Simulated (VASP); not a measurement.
# C (Fd-3m) in VASP: single point with RPBE

Aim: the single point of C with RPBE.

Program: VASP 6.6.1. These are calculated values, not measurements. Logs are shortened: lines on timing, memory, paths and dates and some standing lists are left out, and cuts for length are marked.

## Step 1: The cell of the first run

The structure is cubic, space group Fd-3m (No. 227). Conventional cell: a = 3.589 Å, b = 3.589 Å, c = 3.589 Å, α = 90.00°, β = 90.00°, γ = 90.00°. C (site symmetry -43m) has 4 C at 1.55 Å within 2.1 Å.

## Step 2: Single point, RPBE

Contents of INCAR:

```
SYSTEM = C
PREC     = Accurate       ! precision mode
ENCUT    = 520            ! plane-wave cutoff, eV
EDIFF    = 1E-7           ! SCF threshold, eV
ISMEAR   = 0              ! smearing method
SIGMA    = 0.02           ! smearing width, eV
LREAL    = .FALSE.        ! projectors in reciprocal space
LASPH    = .TRUE.         ! aspherical terms in the spheres
NELM     = 80             ! most SCF steps
ALGO     = Normal         ! electronic algorithm
ISIF     = 2              ! what is computed and relaxed
LWAVE    = .FALSE.        ! write WAVECAR
LCHARG   = .FALSE.        ! write CHGCAR
GGA      = RP             ! functional
NBANDS   = 11             ! bands
```

Contents of KPOINTS:

```
regular mesh
0
G
  12 12 12
  0 0 0
```

Contents of POSCAR:

```
C
1.0
    0.0000000000      1.7943105053      1.7943105053
    1.7943105053      0.0000000000      1.7943105053
    1.7943105053      1.7943105053      0.0000000000
C
2
Direct
    0.0000000000      0.0000000000      0.0000000000
    0.2500000000      0.2500000000      0.2500000000
```

Potentials or basis: VASP PAW PBE potentials, release 64 (C).

The run is started by

```bash
cat potpaw_PBE.64/C/POTCAR > POTCAR
mpirun -np 1 vasp_std > vasp.out
```

OUTCAR:

```text
SYSTEM = C
   PREC = Accurate
   ENCUT = 520
   EDIFF = 1E-7
   ISMEAR = 0
   LREAL = .FALSE.
   LASPH = .TRUE.
   NELM = 80
   ISIF = 2
   GGA = RP

 ion  position               nearest neighbor table
   1  0.000  0.000  0.000-   2 1.55   2 1.55   2 1.55   2 1.55
   2  0.250  0.250  0.250-   1 1.55   1 1.55   1 1.55   1 1.55

  LATTYP: Found a face centered cubic cell.
 ALAT       =     3.5886210106

  Lattice vectors:

 A1 = (   0.0000000000,   1.7943105053,   1.7943105053)
 A2 = (   1.7943105053,   0.0000000000,   1.7943105053)
 A3 = (   1.7943105053,   1.7943105053,   0.0000000000)

Analysis of symmetry for initial positions (statically):
=====================================================================
 Subroutine PRICEL returns:
 Original cell was already a primitive cell.

 Routine SETGRP: Setting up the symmetry group for a
 face centered cubic supercell.

 Subroutine GETGRP returns: Found 48 space group operations
 (whereof 24 operations were pure point group operations)
 out of a pool of 48 trial point group operations.

The static configuration has the point symmetry T_d .
 The point group associated with its full space group is O_h .

Analysis of symmetry for dynamics (positions and initial velocities):
=====================================================================
 Subroutine PRICEL returns:
 Original cell was already a primitive cell.

 Routine SETGRP: Setting up the symmetry group for a
 face centered cubic supercell.

 Subroutine GETGRP returns: Found 48 space group operations
 (whereof 24 operations were pure point group operations)
 out of a pool of 48 trial point group operations.

The dynamic configuration has the point symmetry T_d .
 The point group associated with its full space group is O_h .

 Subroutine INISYM returns: Found 48 space group operations
 (whereof 24 operations are pure point group operations),
 and found     1 'primitive' translations

----------------------------------------------------------------------------------------

                                     Primitive cell

  volume of cell :      11.5537

  direct lattice vectors                    reciprocal lattice vectors
     0.000000000  1.794310505  1.794310505    -0.278658570  0.278658570  0.278658570
     1.794310505  0.000000000  1.794310505     0.278658570 -0.278658570  0.278658570
     1.794310505  1.794310505  0.000000000     0.278658570  0.278658570 -0.278658570

  length of vectors
     2.537538252  2.537538252  2.537538252     0.482650802  0.482650802  0.482650802

  position of ions in fractional coordinates (direct lattice)
     0.000000000  0.000000000  0.000000000
     0.250000000  0.250000000  0.250000000

  ion indices of the primitive-cell ions
   primitive index   ion index
                 1           1
                 2           2

----------------------------------------------------------------------------------------

 KPOINTS: regular mesh

Automatic generation of k-mesh.
 Grid dimensions read from file:
 generate k-points for:   12   12   12

 Generating k-lattice:

  Cartesian coordinates                     Fractional coordinates (reciprocal lattice)
    -0.023221548  0.023221548  0.023221548     0.083333333  0.000000000  0.000000000
     0.023221548 -0.023221548  0.023221548     0.000000000  0.083333333  0.000000000
     0.023221548  0.023221548 -0.023221548     0.000000000  0.000000000  0.083333333

  Length of vectors
     0.040220900  0.040220900  0.040220900

  Shift w.r.t. Gamma in fractional coordinates (k-lattice)
     0.000000000  0.000000000  0.000000000

 Subroutine IBZKPT returns following result:
 ===========================================

 Found     72 irreducible k-points:

 Following reciprocal coordinates:
            Coordinates               Weight
  0.000000  0.000000  0.000000      1.000000
  0.083333  0.000000  0.000000      8.000000
  0.166667  0.000000  0.000000      8.000000
  0.250000  0.000000  0.000000      8.000000
  0.333333  0.000000  0.000000      8.000000
  0.416667  0.000000  0.000000      8.000000
[... 16 lines left out ...]
  0.500000  0.166667  0.000000     24.000000
 -0.416667  0.166667  0.000000     24.000000
 [... further k-points ...]
   k-points           NKPTS =     72   k-points in BZ     NKDIM =     72   number of bands    NBANDS=     11
   number of dos      NEDOS =    301   number of ions     NIONS =      2
   total plane-waves  NPLWV =   8000
   dimension x,y,z NGX =    20 NGY =   20 NGZ =   20
   dimension x,y,z NGXF=    40 NGYF=   40 NGZF=   40
   ions per type =               2
   NGX,Y,Z   is equivalent  to a cutoff of  13.10, 13.10, 13.10 a.u.
   NGXF,Y,Z  is equivalent  to a cutoff of  26.21, 26.21, 26.21 a.u.
 SYSTEM =  C
   PREC   = accura    normal or accurate (medium, high low for compatibility)
   ISTART =      0    job   : 0-new  1-cont  2-samecut
   ICHARG =      2    charge: 1-file 2-atom 10-const
   ISPIN  =      1    spin polarized calculation?
   LNONCOLLINEAR =      F non collinear calculations
   LSORBIT =      F    spin-orbit coupling
   LASPH  =      T    aspherical Exc in radial PAW
   ENCUT  =  520.0 eV  38.22 Ry    6.18 a.u.   4.72  4.72  4.72*2*pi/ulx,y,z
   NELM   =     80;   NELMIN=  2; NELMDL= -5     # of ELM steps
   EDIFF  = 0.1E-06   stopping-criterion for ELM
   LREAL  =      F    real-space projection
   EDIFFG = 0.1E-05   stopping-criterion for IOM
   NSW    =      0    number of steps for IOM
   IBRION =     -1    ionic relax: 0-MD 1-quasi-New 2-CG
   NFREE  =      0    steps in history (QN), initial steepest desc. (CG)
   ISIF   =      2    stress and relaxation
   ISYM   =      2    0-nonsym 1-usesym 2-fastsym
   POTIM  = 0.5000    time-step for ionic-motion
   TEBEG  =    0.0;   TEEND  =   0.0 temperature during run
   PSTRESS=    0.0 pullay stress
   NELECT =       8.0000    total number of electrons
   NUPDOWN=      -1.0000    fix difference up-down
   EMIN   =  10.00;   EMAX   =-10.00  energy-range for DOS
   EFERMI =   0.00;   METHOD = LEGACY
   ISMEAR =     0;   SIGMA  =   0.02  broadening in eV -4-tet -1-fermi 0-gaus
   EFERMI_NEDOS =   21; number of points for ismear=-14 and -15
   IALGO  =     38    algorithm
   IMIX   =      4    mixing-type and parameters
     AMIX     =   0.40;   BMIX     =  1.00
     AMIX_MAG =   1.60;   BMIX_MAG =  1.00
  volume/ion in A,a.u.               =       5.78        38.98
  Fermi-wavevector in a.u.,A,eV,Ry     =   1.448318  2.736924 28.539917  2.097625
  Thomas-Fermi vector in A             =   2.566172
   LORBIT       =      0    0 simple, 1 ext, 2 COOP (PROOUT), +10 PAW based schemes
   GGA     = RP    functional components
   LHFCALC =     F    Hartree Fock is set to
   AEXX    =    0.0000 exact exchange contribution
   IVDW    =     0    specifies the selected vdW correction
   LEPSILON=     F    determine dielectric tensor
   LRPA    =     F    only Hartree local field effects (RPA)
 non-spin polarized calculation
 Gauss-broadening in eV      SIGMA  =   0.02
  energy-cutoff  :      520.00
  volume of cell :       11.55
 maximum number of plane-waves:       331
   NGX =  9   NGY =  9   NGZ =  9

 number of electron       8.0000000 magnetization

 Free energy of the ion-electron system (eV)
  ---------------------------------------------------
  ext. energy  EPLUGINS =         0.00000000
  ---------------------------------------------------
  free energy    TOTEN  =       -17.23472493 eV

  energy without entropy =      -17.23472493  energy(sigma->0) =      -17.23472493

 E-fermi :   9.6859     XC(G=0): -13.0726

 val. band max:        9.5868885784   @ k =   0.0000   0.0000   0.0000
 cond. band min:      13.6948416828   @ k =   0.3333   0.3333   0.0000
 fundamental gap:      4.1079531045
 Fermi energy:         9.6858595862

 k-point     1 :       0.0000    0.0000    0.0000
  band No.  band energies     occupation
      1     -11.7220      2.00000
      2       9.5869      2.00000
      3       9.5869      2.00000
      4       9.5869      2.00000
      5      15.1303      0.00000
      6      15.1303      0.00000
      7      15.1303      0.00000
      8      22.4432      0.00000
      9      28.7701      0.00000
     10      35.8209      0.00000
     11      35.8209      0.00000

 k-point     2 :       0.0833    0.0000    0.0000
  band No.  band energies     occupation
      1     -11.5319      2.00000
      2       8.3694      2.00000
      3       9.2695      2.00000
      4       9.2695      2.00000
      5      15.5469      0.00000
      6      15.5469      0.00000
      7      15.8264      0.00000
      8      22.6333      0.00000
      9      29.0930      0.00000
     10      33.7889      0.00000
     11      33.7889      0.00000

 k-point     3 :       0.1667    0.0000    0.0000
  band No.  band energies     occupation
      1     -10.9642      2.00000
      2       5.8587      2.00000
      3       8.5790      2.00000
      4       8.5790      2.00000
      5      16.4544      0.00000
      6      16.4544      0.00000
      7      16.8621      0.00000
      8      23.1839      0.00000
      9      29.7684      0.00000
     10      32.2218      0.00000
     11      32.2218      0.00000
[... 267 lines left out ...]
 k-point    23 :       0.5000    0.1667    0.0000
  band No.  band energies     occupation
      1      -6.0626      2.00000
      2      -2.2989      2.00000
      3       4.6415      2.00000
      4       5.6790      2.00000
      5      16.6189      0.00000
      6      20.2069      0.00000
      7      20.5681      0.00000
      8      23.7605      0.00000
      9      29.6338      0.00000
     10      33.1915      0.00000
     11      35.9614      0.00000

 k-point    24 :      -0.4167    0.1667    0.0000
  band No.  band energies     occupation
      1      -5.6528      2.00000
      2      -2.7940      2.00000
      3       4.1642      2.00000
      4       6.0508      2.00000
      5      17.0486      0.00000
      6      19.7223      0.00000
      7      20.5486      0.00000
      8      24.8920      0.00000
      9      28.9417      0.00000
     10      33.5827      0.00000
     11      33.9642      0.00000

 [... further k-points ...]

------------------------ aborting loop because EDIFF is reached ----------------------------------------

  FORCE on cell =-STRESS in cart. coord.  units (eV):
  Direction    XX          YY          ZZ          XY          YZ          ZX
  --------------------------------------------------------------------------------------
  -------------------------------------------------------------------------------------
  Total        0.0344318      0.0344318      0.0344318     -0.0000000     -0.0000000     -0.0000000
  in kB        4.7747106      4.7747106      4.7747106     -0.0000000     -0.0000000     -0.0000000
  external PRESSURE =       4.7747106 kB  Pullay stress =       0.0000000 kB

 VOLUME and BASIS-vectors are now :
 -----------------------------------------------------------------------------
  energy-cutoff  :      520.00
  volume of cell :       11.55
      direct lattice vectors                 reciprocal lattice vectors
     0.000000000  1.794310505  1.794310505    -0.278658570  0.278658570  0.278658570
     1.794310505  0.000000000  1.794310505     0.278658570 -0.278658570  0.278658570
     1.794310505  1.794310505  0.000000000     0.278658570  0.278658570 -0.278658570

 POSITION                                       TOTAL-FORCE (eV/Angst)
 -----------------------------------------------------------------------------------
      0.00000      0.00000      0.00000        -0.000000     -0.000000     -0.000000
      0.89716      0.89716      0.89716         0.000000      0.000000      0.000000
 -----------------------------------------------------------------------------------
    total drift:                                0.000000      0.000000      0.000000

  FREE ENERGIE OF THE ION-ELECTRON SYSTEM (eV)
  ---------------------------------------------------
  free  energy   TOTEN  =       -17.2347249257 eV

  energy  without entropy=      -17.2347249257  energy(sigma->0) =      -17.23472493
```

Wall time 13 s (1 thread of Intel Xeon 6975P-C, shared host); peak memory 0.12 GiB.

Results:

| Property | Result |
| --- | --- |
| Free energy | -17.2347 eV |
| Pressure | 0.5 GPa |
| Band gap on the k mesh | 4.11 eV, indirect (least direct gap 5.54 eV) |

Caveat: the PAW data sets were made with another functional, which shifts forces and pressure a little. A k mesh can miss the band edges.
